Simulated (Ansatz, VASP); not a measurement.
**LuH2 in VASP and in Ansatz**

INCAR

```
SYSTEM = LuH2
ALGO     = Normal         ! electronic algorithm
EDIFF    = 1E-8           ! SCF threshold, eV
ENCUT    = 520            ! plane-wave cutoff, eV
GGA      = CA             ! functional
GGA_COMPAT= .False.      
ISIF     = 2              ! what is computed and relaxed
ISMEAR   = -1             ! smearing method
LASPH    = .True.         ! aspherical terms in the spheres
LCHARG   = .False.        ! write CHGCAR
LEFG     = .True.       
LREAL    = .False.        ! projectors in reciprocal space
LWAVE    = .False.        ! write WAVECAR
NBANDS   = 20             ! bands
NELM     = 120            ! most SCF steps
PREC     = Accurate       ! precision mode
SIGMA    = 0.02           ! smearing width, eV
```

File KPOINTS:

```
k-points
0
Gamma
  8 8 8
  0 0 0
```

POSCAR

```
LuH2
1.0
    0.0000000000      2.4651284426      2.4651284426
    2.4651284426      0.0000000000      2.4651284426
    2.4651284426      2.4651284426      0.0000000000
Lu H
1 2
Direct
    0.0000000000      0.0000000000      0.0000000000
    0.2500000000      0.2500000000      0.2500000000
    0.7500000000      0.7500000000      0.7500000000
```

Input for Ansatz:

```yaml
crystal:
  lattice:
    - [0.0, 2.4651284426, 2.4651284426]
    - [2.4651284426, 0.0, 2.4651284426]
    - [2.4651284426, 2.4651284426, 0.0]
  atoms:
    - { symbol: Lu, position: [0.0, 0.0, 0.0] }
    - { symbol: H, position: [0.25, 0.25, 0.25] }
    - { symbol: H, position: [0.75, 0.75, 0.75] }
kpoints:
  mp_grid: { grid: [8, 8, 8] }
scf:
  occupations: { method: fermi_dirac, width: 0.02 }
hamiltonian:
  xc: lda
  pseudopotentials: { kind: paw }
output:
  forces: true
  stress: true
  eigenvalues: true
  efg: { contact_densities: true }
```

Change from the starting cell: volume scaled by 0.94, PAW files.

Alike in both runs: task electric field gradients; functional LDA; k mesh 8 × 8 × 8; occupations fermi-dirac, width 0.02 eV; no spin polarisation.

|  | VASP | Ansatz |
| --- | --- | --- |
| version | VASP 6.6.1 | Ansatz 0.2.0 |
| potentials or method | VASP PAW PBE potentials, release 64 (Lu, H) | PAW with Ansatz's default frozen-core files, scalar-relativistic |
| plane-wave cutoff (eV) | 520 | 420 |
| valence electrons in the cell | 27 | 27 |

Ansatz gave:

| Property | Result |
| --- | --- |
| pressure (GPa) | -1.2 |

**Question.** Which values does VASP return?

**Answer.** Pressure (GPa): -0.6.

VASP's potentials were made for PBE, not for LDA. LDA's correlation is that of Perdew and Zunger in VASP and of Perdew and Wang (1992) in Ansatz.

Spin-orbit coupling is off throughout.
